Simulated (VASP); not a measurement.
Here is a VASP 6.6.1 calculation.

File INCAR:

```
ALGO = Normal
EDIFF = 1E-6
ENCUT = 520
GGA = PE
ISIF = 2
ISMEAR = 0
LASPH = T
LCHARG = F
LREAL = F
LWAVE = F
NBANDS = 9
NELM = 60
PREC = Accurate
SIGMA = 0.1
```

Contents of KPOINTS:

```
k-points
0
Gamma
  16 16 16
```

Contents of POSCAR:

```
Te
1.0
   -1.7843453896      1.7843453896      1.7843453896
    1.7843453896     -1.7843453896      1.7843453896
    1.7843453896      1.7843453896     -1.7843453896
Te
1
Direct
    0.0000000000      0.0000000000      0.0000000000
```

Potentials or basis: VASP PAW PBE potentials, release 64 (Te).

Command:

```sh
$ cat potpaw_PBE.64/Te/POTCAR > POTCAR
$ mpirun -np 1 vasp_std > vasp.out
```

(1) Estimate the band gap on the k mesh.

(2) Estimate the pressure.

## Answers

(1) zero (bands 3 and 4 overlap by 8.97 eV).

(2) 21.1 GPa.

Caveat: the cell differs from its parent crystal (Se replaced by Te, lengths x 1.090, strained); the cell stands under pressure; spin-orbit coupling is left out, which moves the levels of the heavy elements.
